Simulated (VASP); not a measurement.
# LiBi (P4/mmm) in VASP: notebook, part 2 of 2

VASP 6.6.1.

## (4) Relaxation of cell and atoms, LDA

Input file INCAR:

```
  PREC = Accurate
  ENCUT = 600
  EDIFF = 1E-6
  ISMEAR = 0
  SIGMA = 0.05
  LREAL = F
  LASPH = T
  NELM = 80
  ALGO = Normal
  ISIF = 3
  LWAVE = F
  LCHARG = F
  GGA = CA
  IBRION = 2
  NSW = 80
  EDIFFG = -0.02
```

Input file KPOINTS:

```
regular mesh
0
Gamma
  8 8 6
```

Input file POSCAR:

```
LiBi
1.0
    3.3003935207      0.0000000000      0.0000000000
    0.0000000000      3.3003935207      0.0000000000
    0.0000000000      0.0000000000      4.0633522562
Li Bi
1 1
Direct
    0.0000000000      0.0000000000      0.0000000000
    0.5000000000      0.5000000000      0.5000000000
```

Potentials or basis: VASP PAW LDA potentials, release 64 (Li_sv, Bi_d).

Started as:

```sh
$ cat potpaw_LDA.64/Li_sv/POTCAR potpaw_LDA.64/Bi_d/POTCAR > POTCAR
$ mpirun -np 1 vasp_std > vasp.out
```

OUTCAR:

```text
PREC = Accurate
   ENCUT = 600
   EDIFF = 1E-6
   ISMEAR = 0
   LREAL = F
   LASPH = T
   NELM = 80
   ISIF = 3
   GGA = CA
   IBRION = 2
   NSW = 80
   EDIFFG = -0.02

 ion  position               nearest neighbor table
   1  0.000  0.000  0.000-   2 3.09   2 3.09   2 3.09   2 3.09   2 3.09   2 3.09   2 3.09   2 3.09

   2  0.500  0.500  0.500-   1 3.09   1 3.09   1 3.09   1 3.09   1 3.09   1 3.09   1 3.09   1 3.09

  LATTYP: Found a simple tetragonal cell.
 ALAT       =     3.3003935207
 C/A-ratio  =     1.2311720499

  Lattice vectors:

 A1 = (   3.3003935207,   0.0000000000,   0.0000000000)
 A2 = (   0.0000000000,   3.3003935207,   0.0000000000)
 A3 = (   0.0000000000,   0.0000000000,   4.0633522562)

Analysis of symmetry for initial positions (statically):
=====================================================================
 Subroutine PRICEL returns:
 Original cell was already a primitive cell.

 Routine SETGRP: Setting up the symmetry group for a
 simple tetragonal supercell.

 Subroutine GETGRP returns: Found 16 space group operations
 (whereof 16 operations were pure point group operations)
 out of a pool of 16 trial point group operations.

The static configuration has the point symmetry D_4h.

Analysis of symmetry for dynamics (positions and initial velocities):
=====================================================================
 Subroutine PRICEL returns:
 Original cell was already a primitive cell.

 Routine SETGRP: Setting up the symmetry group for a
 simple tetragonal supercell.

 Subroutine GETGRP returns: Found 16 space group operations
 (whereof 16 operations were pure point group operations)
 out of a pool of 16 trial point group operations.

The dynamic configuration has the point symmetry D_4h.

 Subroutine INISYM returns: Found 16 space group operations
 (whereof 16 operations are pure point group operations),
 and found     1 'primitive' translations

----------------------------------------------------------------------------------------

                                     Primitive cell

  volume of cell :      44.2605

  direct lattice vectors                    reciprocal lattice vectors
     3.300393521  0.000000000  0.000000000     0.302994171  0.000000000  0.000000000
     0.000000000  3.300393521  0.000000000     0.000000000  0.302994171  0.000000000
     0.000000000  0.000000000  4.063352256     0.000000000  0.000000000  0.246102217

  length of vectors
     3.300393521  3.300393521  4.063352256     0.302994171  0.302994171  0.246102217

  position of ions in fractional coordinates (direct lattice)
     0.000000000  0.000000000  0.000000000
     0.500000000  0.500000000  0.500000000

  ion indices of the primitive-cell ions
   primitive index   ion index
                 1           1
                 2           2

----------------------------------------------------------------------------------------

[... 112 lines left out ...]

 Free energy of the ion-electron system (eV)
  ---------------------------------------------------
  ext. energy  EPLUGINS =         0.00000000
  ---------------------------------------------------
  free energy    TOTEN  =        -7.51028091 eV

  energy without entropy =       -7.50904668  energy(sigma->0) =       -7.50966380

------------------------ aborting loop because EDIFF is reached ----------------------------------------

  FORCE on cell =-STRESS in cart. coord.  units (eV):
  Direction    XX          YY          ZZ          XY          YZ          ZX
  --------------------------------------------------------------------------------------
  -------------------------------------------------------------------------------------
  Total        0.0441434      0.0441434      0.0218807      0.0000000      0.0000000     -0.0000000
  in kB        1.5979416      1.5979416      0.7920553      0.0000000      0.0000000     -0.0000000
  external PRESSURE =       1.3293128 kB  Pullay stress =       0.0000000 kB

 VOLUME and BASIS-vectors are now :
 -----------------------------------------------------------------------------
  energy-cutoff  :      600.00
  volume of cell :       44.26
      direct lattice vectors                 reciprocal lattice vectors
     3.300393521  0.000000000  0.000000000     0.302994171  0.000000000  0.000000000
     0.000000000  3.300393521  0.000000000     0.000000000  0.302994171  0.000000000
     0.000000000  0.000000000  4.063352256     0.000000000  0.000000000  0.246102217

 POSITION                                       TOTAL-FORCE (eV/Angst)
 -----------------------------------------------------------------------------------
      0.00000      0.00000      0.00000         0.000000      0.000000      0.000000
      1.65020      1.65020      2.03168         0.000000      0.000000      0.000000
 -----------------------------------------------------------------------------------
    total drift:                                0.000000      0.000000      0.000000

  FREE ENERGIE OF THE ION-ELECTRON SYSTEM (eV)
  ---------------------------------------------------
  free  energy   TOTEN  =        -7.5102809111 eV

  energy  without entropy=       -7.5090466835  energy(sigma->0) =       -7.50966380

--------------------------------------- Ionic step        2  -------------------------------------------

 number of electron      18.0000012 magnetization

 Free energy of the ion-electron system (eV)
  ---------------------------------------------------
  ext. energy  EPLUGINS =         0.00000000
  ---------------------------------------------------
  free energy    TOTEN  =        -7.51026101 eV

  energy without entropy =       -7.50903464  energy(sigma->0) =       -7.50964783

 E-fermi :   6.0570     XC(G=0):  -9.7880

 val. band max:        6.0436170558   @ k =   0.3750   0.2500   0.3333
 cond. band min:       6.0733434295   @ k =   0.5000   0.5000   0.3333
 fundamental gap:      0.0297263737
 Fermi energy:         6.0569810760

 k-point     1 :       0.0000    0.0000    0.0000
  band No.  band energies     occupation
      1     -39.7481      2.00000
      2     -16.7082      2.00000
      3     -16.5281      2.00000
      4     -16.4325      2.00000
      5     -16.4201      2.00000
      6     -16.4201      2.00000
      7      -6.5624      2.00000
      8       4.5852      2.00000
      9       8.3972      0.00000
     10       8.5382      0.00000
     11       8.5382      0.00000
     12      12.6869      0.00000
     13      13.0602      0.00000
[... 354 lines left out ...]
  band No.  band energies     occupation
      1     -39.7445      2.00000
      2     -16.5603      2.00000
      3     -16.5221      2.00000
      4     -16.5079      2.00000
      5     -16.4270      2.00000
      6     -16.3652      2.00000
      7      -4.4813      2.00000
      8       1.3468      2.00000
      9       5.4771      2.00000
     10       8.8834      0.00000
     11       9.4880      0.00000
     12      12.1671      0.00000
     13      12.8345      0.00000

 [... further k-points ...]

------------------------ aborting loop because EDIFF is reached ----------------------------------------

  FORCE on cell =-STRESS in cart. coord.  units (eV):
  Direction    XX          YY          ZZ          XY          YZ          ZX
  --------------------------------------------------------------------------------------
  -------------------------------------------------------------------------------------
  Total       -0.0312442     -0.0312442     -0.0041449      0.0000000      0.0000000      0.0000000
  in kB       -1.1280052     -1.1280052     -0.1496430      0.0000000      0.0000000      0.0000000
  external PRESSURE =      -0.8018845 kB  Pullay stress =       0.0000000 kB

 VOLUME and BASIS-vectors are now :
 -----------------------------------------------------------------------------
  energy-cutoff  :      600.00
  volume of cell :       44.38
      direct lattice vectors                 reciprocal lattice vectors
     3.303907775  0.000000000 -0.000000000     0.302671887 -0.000000000 -0.000000000
     0.000000000  3.303907775 -0.000000000    -0.000000000  0.302671887 -0.000000000
     0.000000000  0.000000000  4.065496857     0.000000000  0.000000000  0.245972395

 POSITION                                       TOTAL-FORCE (eV/Angst)
 -----------------------------------------------------------------------------------
      0.00000      0.00000      0.00000        -0.000000     -0.000000      0.000000
      1.65195      1.65195      2.03275         0.000000      0.000000      0.000000
 -----------------------------------------------------------------------------------
    total drift:                                0.000000      0.000000      0.000000

  FREE ENERGIE OF THE ION-ELECTRON SYSTEM (eV)
  ---------------------------------------------------
  free  energy   TOTEN  =        -7.5102610123 eV

  energy  without entropy=       -7.5090346401  energy(sigma->0) =       -7.50964783

 reached required accuracy - stopping structural energy minimisation
```

It took 57 s on 1 thread of AMD EPYC 7R13, shared host; peak memory 0.15 GiB.

Results:

```yaml
Free_energy: -7.5103 eV
Relaxed_volume: 22.19 Å³/atom
Relaxed_cell: a = 3.304 Å, b = 3.304 Å, c = 4.065 Å, α = 90.00°, β = 90.00°, γ = 90.00°
Space_group_after_relaxing_to_0.1_Å: P4/mmm (No. 123)
Ionic_steps: 2
Pressure_after_relaxing: -0.1 GPa
Band_gap_on_the_k_mesh: zero (bands 9 and 10 overlap by 5.41 eV)
```

Final structure:
```yaml
crystal:
  lattice:
    - [3.30391, 0.00000, 0.00000]
    - [0.00000, 3.30391, 0.00000]
    - [0.00000, 0.00000, 4.06550]
  atoms:
    - { symbol: Li, position: [0.00000, 0.00000, 0.00000] }
    - { symbol: Bi, position: [0.50000, 0.50000, 0.50000] }
```

Caveat: the cutoff is under 1.25 times the usual one of these potentials, so pressure, stress and relaxed cells hold a basis-set (Pulay) error; spin-orbit coupling is left out, which moves the levels of the heavy elements.

## (5) Relaxation of cell and atoms, LDA

This run uses another cell than the first one, of 23.82 Å³/atom.

Input file INCAR:

```
  ALGO = Normal
  EDIFF = 1E-6
  EDIFFG = -0.02
  ENCUT = 600
  IBRION = 2
  ISIF = 3
  ISMEAR = 0
  LASPH = True
  LCHARG = False
  LREAL = False
  LWAVE = False
  NELM = 80
  NSW = 80
  PREC = Accurate
  SIGMA = 0.05
```

Input file KPOINTS:

```
k-points
0
Gamma
  8 8 6
```

Input file POSCAR:

```
LiBi
1.0
    3.2800000000      0.0000000000      0.0000000000
    0.0000000000      3.2800000000      0.0000000000
    0.0000000000      0.0000000000      4.4280000000
Li Bi
1 1
Direct
    0.0000000000      0.0000000000      0.0000000000
    0.5000000000      0.5000000000      0.5000000000
```

Potentials or basis: VASP PAW LDA potentials, release 64 (Li_sv, Bi_d).

Started as:

```sh
$ cat potpaw_LDA.64/Li_sv/POTCAR potpaw_LDA.64/Bi_d/POTCAR > POTCAR
$ mpirun -np 1 vasp_std > vasp.out
```

OUTCAR:

```text
EDIFF = 1E-6
   EDIFFG = -0.02
   ENCUT = 600
   IBRION = 2
   ISIF = 3
   ISMEAR = 0
   LASPH = True
   LREAL = False
   NELM = 80
   NSW = 80
   PREC = Accurate

 ion  position               nearest neighbor table
   1  0.000  0.000  0.000-   2 3.21   2 3.21   2 3.21   2 3.21   2 3.21   2 3.21   2 3.21   2 3.21

   2  0.500  0.500  0.500-   1 3.21   1 3.21   1 3.21   1 3.21   1 3.21   1 3.21   1 3.21   1 3.21

  LATTYP: Found a simple tetragonal cell.
 ALAT       =     3.2800000000
 C/A-ratio  =     1.3500000000

  Lattice vectors:

 A1 = (   3.2800000000,   0.0000000000,   0.0000000000)
 A2 = (   0.0000000000,   3.2800000000,   0.0000000000)
 A3 = (   0.0000000000,   0.0000000000,   4.4280000000)

Analysis of symmetry for initial positions (statically):
=====================================================================
 Subroutine PRICEL returns:
 Original cell was already a primitive cell.

 Routine SETGRP: Setting up the symmetry group for a
 simple tetragonal supercell.

 Subroutine GETGRP returns: Found 16 space group operations
 (whereof 16 operations were pure point group operations)
 out of a pool of 16 trial point group operations.

The static configuration has the point symmetry D_4h.

Analysis of symmetry for dynamics (positions and initial velocities):
=====================================================================
 Subroutine PRICEL returns:
 Original cell was already a primitive cell.

 Routine SETGRP: Setting up the symmetry group for a
 simple tetragonal supercell.

 Subroutine GETGRP returns: Found 16 space group operations
 (whereof 16 operations were pure point group operations)
 out of a pool of 16 trial point group operations.

The dynamic configuration has the point symmetry D_4h.

 Subroutine INISYM returns: Found 16 space group operations
 (whereof 16 operations are pure point group operations),
 and found     1 'primitive' translations

----------------------------------------------------------------------------------------

                                     Primitive cell

  volume of cell :      47.6382
[... 135 lines left out ...]
  ext. energy  EPLUGINS =         0.00000000
  ---------------------------------------------------
  free energy    TOTEN  =        -7.46822403 eV

  energy without entropy =       -7.46781630  energy(sigma->0) =       -7.46802017

------------------------ aborting loop because EDIFF is reached ----------------------------------------

  FORCE on cell =-STRESS in cart. coord.  units (eV):
  Direction    XX          YY          ZZ          XY          YZ          ZX
  --------------------------------------------------------------------------------------
  -------------------------------------------------------------------------------------
  Total       -0.3980174     -0.3980174     -0.9490419      0.0000000      0.0000000      0.0000000
  in kB      -13.3862008    -13.3862008    -31.9183682      0.0000000      0.0000000      0.0000000
  external PRESSURE =     -19.5635899 kB  Pullay stress =       0.0000000 kB
[... 275 lines left out ...]
--------------------------------------- Ionic step        9  -------------------------------------------

 number of electron      18.0000005 magnetization

 Free energy of the ion-electron system (eV)
  ---------------------------------------------------
  ext. energy  EPLUGINS =         0.00000000
  ---------------------------------------------------
  free energy    TOTEN  =        -7.51177045 eV

  energy without entropy =       -7.51054092  energy(sigma->0) =       -7.51115568

 E-fermi :   6.0691     XC(G=0):  -9.7934

 val. band max:        6.0559061560   @ k =   0.3750   0.2500   0.3333
 cond. band min:       6.0844909727   @ k =   0.5000   0.5000   0.3333
 fundamental gap:      0.0285848166
 Fermi energy:         6.0691466573

 k-point     1 :       0.0000    0.0000    0.0000
  band No.  band energies     occupation
      1     -39.7341      2.00000
      2     -16.6980      2.00000
      3     -16.5176      2.00000
      4     -16.4216      2.00000
      5     -16.4092      2.00000
      6     -16.4092      2.00000
      7      -6.5559      2.00000
      8       4.5996      2.00000
      9       8.4162      0.00000
     10       8.5501      0.00000
     11       8.5501      0.00000
     12      12.7019      0.00000
     13      13.0729      0.00000
[... 354 lines left out ...]
  band No.  band energies     occupation
      1     -39.7306      2.00000
      2     -16.5498      2.00000
      3     -16.5114      2.00000
      4     -16.4972      2.00000
      5     -16.4161      2.00000
      6     -16.3542      2.00000
      7      -4.4715      2.00000
      8       1.3537      2.00000
      9       5.4904      2.00000
     10       8.8978      0.00000
     11       9.5022      0.00000
     12      12.1903      0.00000
     13      12.8467      0.00000

 [... further k-points ...]

------------------------ aborting loop because EDIFF is reached ----------------------------------------

  FORCE on cell =-STRESS in cart. coord.  units (eV):
  Direction    XX          YY          ZZ          XY          YZ          ZX
  --------------------------------------------------------------------------------------
  -------------------------------------------------------------------------------------
  Total       -0.0199897     -0.0199897      0.0118277      0.0000000      0.0000000     -0.0000000
  in kB       -0.7225780     -0.7225780      0.4275432      0.0000000      0.0000000     -0.0000000
  external PRESSURE =      -0.3392043 kB  Pullay stress =       0.0000000 kB
[... 17 lines left out ...]
  FREE ENERGIE OF THE ION-ELECTRON SYSTEM (eV)
  ---------------------------------------------------
  free  energy   TOTEN  =        -7.5117704469 eV

  energy  without entropy=       -7.5105409195  energy(sigma->0) =       -7.51115568

 reached required accuracy - stopping structural energy minimisation
```

Run time: 4.5 min. Hardware: 1 thread of AMD EPYC 7R13, shared host; peak memory 0.16 GiB.

Results:

```
Free energy                           : -7.5118 eV
Relaxed volume                        : 22.16 Å³/atom
Relaxed cell                          : a = 3.303 Å, b = 3.303 Å, c = 4.063 Å, α = 90.00°, β = 90.00°, γ = 90.00°
Space group after relaxing (to 0.1 Å) : P4/mmm (No. 123)
Energy gained by relaxing             : 21.8 meV/atom
Ionic steps                           : 9
Pressure after relaxing               : 0.0 GPa
Band gap on the k mesh                : zero (bands 9 and 10 overlap by 5.42 eV)
```

Stress tensor (GPa, compression positive):
```
-0.07  0.00  0.00
 0.00 -0.07  0.00
 0.00  0.00  0.04
```

The path:
| step | energy change (eV) | largest force (eV/Å) | pressure (GPa) | volume (Å³) |
| --- | --- | --- | --- | --- |
| 1 | 0.0000 | 0.0000 | -1.96 | 47.64 |
| 2 | -0.0206 | 0.0000 | -0.50 | 45.66 |
| 3 | -0.0237 | 0.0000 | 0.36 | 44.72 |
| 4 | -0.0313 | 0.0000 | 0.22 | 44.69 |
| 5 | -0.0432 | 0.0000 | -0.23 | 44.54 |
| 6 | -0.0432 | 0.0000 | -0.20 | 44.57 |
| 7 | -0.0434 | 0.0000 | -0.24 | 44.55 |
| 8 | -0.0435 | 0.0000 | 0.09 | 44.19 |
| 9 | -0.0435 | 0.0000 | -0.03 | 44.32 |

Final structure:
```
Li Bi
1.0
     3.30302    0.00000    0.00000
     0.00000    3.30302    0.00000
     0.00000    0.00000    4.06267
Li Bi
1 1
Cartesian
  0.0000 0.0000 0.0000
  1.6515 1.6515 2.0313
```

Caveat: the cutoff is under 1.25 times the usual one of these potentials, so pressure, stress and relaxed cells hold a basis-set (Pulay) error; spin-orbit coupling is left out, which moves the levels of the heavy elements.

## (6) Summary

```csv
task,cell,cutoff (eV),gap on the mesh (eV),pressure (GPa),relaxed volume (Å³/atom)
single point,"a = 3.300, b = 3.300, c = 4.063 Å, 2 atoms",520,none,-,-
single point,"a = 3.322, b = 3.322, c = 4.090 Å, 2 atoms",520,none,-,-
relaxation of cell and atoms,"relaxed from a = 3.300, b = 3.300, c = 4.063 Å, 2 atoms",600,none,-0.1,22.19
relaxation of cell and atoms,"relaxed from a = 3.280, b = 3.280, c = 4.428 Å, 2 atoms",600,none,0.0,22.16
```

Alike in all rows: level LDA; potentials or basis VASP PAW LDA potentials, release 64 (Li_sv, Bi_d); no spin polarisation; k mesh 8 × 8 × 6; smearing gaussian 0.05 eV.

Caveats: the cutoff is under 1.25 times the usual one of these potentials, so pressure, stress and relaxed cells hold a basis-set (Pulay) error; spin-orbit coupling is left out, which moves the levels of the heavy elements.

Absolute energies hang on the potentials; compare differences alone.
